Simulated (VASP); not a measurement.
# CO2 (P4_2/mnm) in VASP: relaxation of cell and atoms with BLYP

Aim: the relaxation of cell and atoms of CO2 with BLYP.

All numbers are computed with VASP 6.6.1; they aren't measurements. Logs are shortened: lines on timing, memory, paths and dates and some standing lists are left out, and cuts for length are marked.

### 1 The cell of the first run

Symmetry: P4_2/mnm, No. 136, tetragonal system. The conventional cell has a = 4.227 Å, b = 4.227 Å, c = 4.688 Å, α = 90.00°, β = 90.00°, γ = 90.00°. O (site symmetry m2m) has 1 C at 1.17 Å within 1.6 Å. C (site symmetry mmm) has 2 O at 1.17 Å within 1.6 Å.

### 2 Relaxation of cell and atoms, BLYP

INCAR

```
PREC = Accurate
ENCUT = 600
EDIFF = 1E-6
ISMEAR = -1
SIGMA = 0.05
LREAL = False
LASPH = True
NELM = 80
ALGO = Normal
ISIF = 3
LWAVE = False
LCHARG = False
GGA = B5
ALDAX = 1.0
AGGAX = 1.0
AGGAC = 1.0
ALDAC = 0.0
IBRION = 2
NSW = 60
EDIFFG = -0.01
```

KPOINTS

```
Automatic mesh
0
Gamma
  6 6 6
```

POSCAR

```
CO2
1.0
    4.2272127900      0.0000000000      0.0000000000
    0.0000000000      4.2272127900      0.0000000000
    0.0000000000      0.0000000000      4.6877715900
O C
4 2
Direct
    0.8048268600      0.8048268600      0.0000000000
    0.1951731400      0.1951731400      0.0000000000
    0.6951731400      0.3048268600      0.5000000000
    0.3048268600      0.6951731400      0.5000000000
    0.0000000000      0.0000000000      0.0000000000
    0.5000000000      0.5000000000      0.5000000000
```

Potentials or basis: VASP PAW PBE potentials, release 64 (O, C).

Started as:

```sh
$ cat potpaw_PBE.64/O/POTCAR potpaw_PBE.64/C/POTCAR > POTCAR
$ mpirun -np 1 vasp_std > vasp.out
```

OUTCAR:

```text
PREC = Accurate
   ENCUT = 600
   EDIFF = 1E-6
   ISMEAR = -1
   LREAL = False
   LASPH = True
   NELM = 80
   ISIF = 3
   GGA = B5
   IBRION = 2
   NSW = 60
   EDIFFG = -0.01

 ion  position               nearest neighbor table
   1  0.805  0.805  0.000-   5 1.17
   2  0.195  0.195  0.000-   5 1.17
   3  0.695  0.305  0.500-   6 1.17
   4  0.305  0.695  0.500-   6 1.17
   5  0.000  0.000  0.000-   1 1.17   2 1.17
   6  0.500  0.500  0.500-   3 1.17   4 1.17

  LATTYP: Found a simple tetragonal cell.
 ALAT       =     4.2272127900
 C/A-ratio  =     1.1089509383

  Lattice vectors:

 A1 = (   4.2272127900,   0.0000000000,   0.0000000000)
 A2 = (   0.0000000000,   4.2272127900,   0.0000000000)
 A3 = (   0.0000000000,   0.0000000000,   4.6877715900)

Analysis of symmetry for initial positions (statically):
=====================================================================
 Subroutine PRICEL returns:
 Original cell was already a primitive cell.

 Routine SETGRP: Setting up the symmetry group for a
 simple tetragonal supercell.

 Subroutine GETGRP returns: Found 16 space group operations
 (whereof  8 operations were pure point group operations)
 out of a pool of 16 trial point group operations.

The static configuration has the point symmetry D_2h.
 The point group associated with its full space group is D_4h.

Analysis of symmetry for dynamics (positions and initial velocities):
=====================================================================
 Subroutine PRICEL returns:
 Original cell was already a primitive cell.

 Routine SETGRP: Setting up the symmetry group for a
 simple tetragonal supercell.

 Subroutine GETGRP returns: Found 16 space group operations
 (whereof  8 operations were pure point group operations)
 out of a pool of 16 trial point group operations.

The dynamic configuration has the point symmetry D_2h.
 The point group associated with its full space group is D_4h.

 Subroutine INISYM returns: Found 16 space group operations
 (whereof  8 operations are pure point group operations),
 and found     1 'primitive' translations

----------------------------------------------------------------------------------------

                                     Primitive cell

[... 115 lines left out ...]
   IALGO  =     38    algorithm
   IMIX   =      4    mixing-type and parameters
     AMIX     =   0.40;   BMIX     =  1.00
     AMIX_MAG =   1.60;   BMIX_MAG =  1.00
  volume/ion in A,a.u.               =      13.96        94.21
  Fermi-wavevector in a.u.,A,eV,Ry     =   1.187864  2.244737 19.198094  1.411020
  Thomas-Fermi vector in A             =   2.324006
   LORBIT       =      0    0 simple, 1 ext, 2 COOP (PROOUT), +10 PAW based schemes
   GGA     = B5    functional components
   LHFCALC =     F    Hartree Fock is set to
   AEXX    =    0.0000 exact exchange contribution
   IVDW    =     0    specifies the selected vdW correction
   LEPSILON=     F    determine dielectric tensor
   LRPA    =     F    only Hartree local field effects (RPA)
 conjugate gradient relaxation of ions
 non-spin polarized calculation
  energy-cutoff  :      600.00
  volume of cell :       83.77
 maximum number of plane-waves:      2815
 NGX is ok and might be reduce to    36
   NGX = 17   NGY = 17   NGZ = 19

--------------------------------------- Ionic step        1  -------------------------------------------

 number of electron      32.0000024 magnetization

 Free energy of the ion-electron system (eV)
  ---------------------------------------------------
  ext. energy  EPLUGINS =         0.00000000
  ---------------------------------------------------
  free energy    TOTEN  =       -44.10215895 eV

  energy without entropy =      -44.10215895  energy(sigma->0) =      -44.10215895

------------------------ aborting loop because EDIFF is reached ----------------------------------------

  FORCE on cell =-STRESS in cart. coord.  units (eV):
  Direction    XX          YY          ZZ          XY          YZ          ZX
  --------------------------------------------------------------------------------------
  -------------------------------------------------------------------------------------
  Total        2.8102723      2.8102723      1.0640426     -0.0000000      0.0000000      0.0000000
  in kB       53.7507246     53.7507246     20.3514308     -0.0000000      0.0000000      0.0000000
  external PRESSURE =      42.6176267 kB  Pullay stress =       0.0000000 kB
[... 101 lines left out ...]
  FREE ENERGIE OF THE ION-ELECTRON SYSTEM (eV)
  ---------------------------------------------------
  free  energy   TOTEN  =       -44.1194404402 eV

  energy  without entropy=      -44.1194404401  energy(sigma->0) =      -44.11944044

[... ionic steps 4 to 34 ...]

--------------------------------------- Ionic step       35  -------------------------------------------

 number of electron      31.9999995 magnetization

------------------------ aborting loop because EDIFF is reached ----------------------------------------
[... 75 lines left out ...]
--------------------------------------- Ionic step       37  -------------------------------------------

 number of electron      31.9999994 magnetization

 Free energy of the ion-electron system (eV)
  ---------------------------------------------------
  ext. energy  EPLUGINS =         0.00000000
  ---------------------------------------------------
  free energy    TOTEN  =       -44.25745730 eV

  energy without entropy =      -44.25745730  energy(sigma->0) =      -44.25745730

 E-fermi :  -3.3400     XC(G=0):  -6.7700

 val. band max:       -4.5427373899   @ k =   0.5000   0.5000   0.5000
 cond. band min:       1.8684306057   @ k =   0.0000   0.0000   0.0000
 fundamental gap:      6.4111679956
 Fermi energy:        -3.3399611820

 k-point     1 :       0.0000    0.0000    0.0000
  band No.  band energies     occupation
      1     -24.8400      2.00000
      2     -24.7228      2.00000
      3     -23.7901      2.00000
      4     -23.7901      2.00000
      5      -9.6667      2.00000
      6      -9.5094      2.00000
[... 541 lines left out ...]
     19       3.7995      0.00000
     20       3.7995      0.00000

 [... further k-points ...]

------------------------ aborting loop because EDIFF is reached ----------------------------------------

  FORCE on cell =-STRESS in cart. coord.  units (eV):
  Direction    XX          YY          ZZ          XY          YZ          ZX
  --------------------------------------------------------------------------------------
  -------------------------------------------------------------------------------------
  Total        0.0160874      0.0160874      0.0338853      0.0000000      0.0000000      0.0000000
  in kB        0.2328028      0.2328028      0.4903577      0.0000000      0.0000000      0.0000000
  external PRESSURE =       0.3186545 kB  Pullay stress =       0.0000000 kB
[... 21 lines left out ...]
  FREE ENERGIE OF THE ION-ELECTRON SYSTEM (eV)
  ---------------------------------------------------
  free  energy   TOTEN  =       -44.2574572961 eV

  energy  without entropy=      -44.2574572961  energy(sigma->0) =      -44.25745730

 reached required accuracy - stopping structural energy minimisation
```

OSZICAR:

```text
N       E                     dE             d eps       ncg     rms          rms(c)
DAV:   1     0.216828995352E+03    0.21683E+03   -0.18661E+04  1600   0.165E+03
DAV:   2    -0.342085721113E+02   -0.25104E+03   -0.24419E+03  2324   0.339E+02
DAV:   3    -0.476065160051E+02   -0.13398E+02   -0.13343E+02  1848   0.859E+01
DAV:   4    -0.477738778254E+02   -0.16736E+00   -0.16683E+00  2072   0.104E+01
[... 305 lines left out ...]
DAV:   1    -0.442575205247E+02   -0.73579E-04   -0.11822E-02  1600   0.910E-01    0.696E-02
DAV:   2    -0.442574724168E+02    0.48108E-04   -0.33094E-04  1748   0.146E-01    0.272E-02
DAV:   3    -0.442574605936E+02    0.11823E-04   -0.12925E-05  1860   0.312E-02    0.146E-02
DAV:   4    -0.442574576854E+02    0.29082E-05   -0.10419E-05  1876   0.239E-02    0.321E-03
DAV:   5    -0.442574572961E+02    0.38935E-06   -0.12919E-06  1044   0.940E-03
  37 F= -.44257457E+02 E0= -.44257457E+02  d E =-.211837E-03
```

CONTCAR:

```text
CO2
   1.00000000000000
     4.7034752578294992    0.0000000000000000    0.0000000000000000
     0.0000000000000000    4.7034752578294992    0.0000000000000000
     0.0000000000000000    0.0000000000000000    5.0046220312343479
  O               C
     4     2
Direct
     0.8232095941879946    0.8232095941879946    0.0000000000000000
     0.1767904058120051    0.1767904058120051    0.0000000000000000
     0.6767904058120054    0.3232095941879948    0.5000000000000000
     0.3232095941879948    0.6767904058120054    0.5000000000000000
     0.0000000000000000    0.0000000000000000    0.0000000000000000
     0.5000000000000000    0.5000000000000000    0.5000000000000000

  0.00000000E+00  0.00000000E+00  0.00000000E+00
  0.00000000E+00  0.00000000E+00  0.00000000E+00
  0.00000000E+00  0.00000000E+00  0.00000000E+00
  0.00000000E+00  0.00000000E+00  0.00000000E+00
  0.00000000E+00  0.00000000E+00  0.00000000E+00
  0.00000000E+00  0.00000000E+00  0.00000000E+00
```

Wall time 31 min (1 thread of AMD EPYC 7R43 (Zen 3), shared host); peak memory 0.27 GiB.

Results:

| Property | Result |
| --- | --- |
| Free energy | -44.2575 eV |
| Relaxed volume | 18.45 Å³/atom |
| Relaxed cell | a = 4.703 Å, b = 4.703 Å, c = 5.005 Å, α = 90.00°, β = 90.00°, γ = 90.00° |
| Space group after relaxing (to 0.1 Å) | P4_2/mnm (No. 136) |
| Energy gained by relaxing | 25.9 meV/atom |
| Ionic steps | 37 |
| Pressure after relaxing | 0.0 GPa |
| Band gap on the k mesh | 6.41 eV (least direct gap 6.63 eV) |

Step by step:
```
step  energy change (eV)  largest force (eV/Å)  pressure (GPa)  volume (Å³)
   1              0.0000                0.7299            4.26        83.77
   2              0.4769                4.6030          -11.77        88.35
   3             -0.0173                0.3025            1.16        84.45
   4             -0.0174                0.2435            1.33        84.41
   5             -0.0369                0.2214            1.17        86.02
   6             -0.0837                0.1293            0.87        90.97
   7             -0.1366                0.1553            0.86       101.42
   8             -0.0909                1.1714            1.54       124.62
   9             -0.1402                0.7020            1.74       108.09
  10             -0.1474                0.3998            0.99       109.23
  11             -0.1510                0.0566            0.15       110.56
  12             -0.1510                0.0026            0.00       110.79
  13             -0.1511                0.0035            0.01       110.78
  14             -0.1511                0.0045            0.01       110.73
  15             -0.1512                0.0062            0.01       110.63
  16             -0.1514                0.0087            0.01       110.44
  17             -0.1517                0.0156            0.02       110.05
  18             -0.1521                0.0288            0.03       109.27
  19             -0.1518                0.0558            0.06       107.72
  20             -0.1521                0.0376            0.03       108.76
  21             -0.1517                0.1676            0.52       108.60
  22             -0.1522                0.0164            0.16       108.72
  23             -0.1523                0.0181            0.17       108.75
  24             -0.1528                0.0237            0.17       108.83
  25             -0.1536                0.0383            0.21       109.00
  26             -0.1545                0.0725            0.27       109.33
  27             -0.1546                0.0769           -0.09       109.51
  28             -0.1547                0.0285            0.03       109.45
  29             -0.1547                0.0316            0.02       109.51
  30             -0.1548                0.0435           -0.01       109.69
  31             -0.1550                0.0649           -0.08       110.03
  32             -0.1551                0.1051           -0.20       110.73
  33             -0.1551                0.0850           -0.14       110.41
  34             -0.1551                0.0778           -0.13       110.43
  35             -0.1552                0.0568           -0.09       110.51
  36             -0.1553                0.0143            0.00       110.66
  37             -0.1553                0.0014            0.03       110.72
```

Final structure:
```
CELL_PARAMETERS angstrom
4.70348 0.00000 0.00000
0.00000 4.70348 0.00000
0.00000 0.00000 5.00462
ATOMIC_POSITIONS crystal
O 0.82321 0.82321 0.00000
O 0.17679 0.17679 0.00000
O 0.67679 0.32321 0.50000
O 0.32321 0.67679 0.50000
C 0.00000 0.00000 0.00000
C 0.50000 0.50000 0.50000
```

Caveat: the volume moved by over 15 % at a fixed basis, so the end points are rough; this functional lacks dispersion, which holds the molecules together, so the pressure and a relaxed volume are unreliable; the PAW data sets were made with another functional, which shifts forces and pressure a little. A k mesh can miss the band edges.
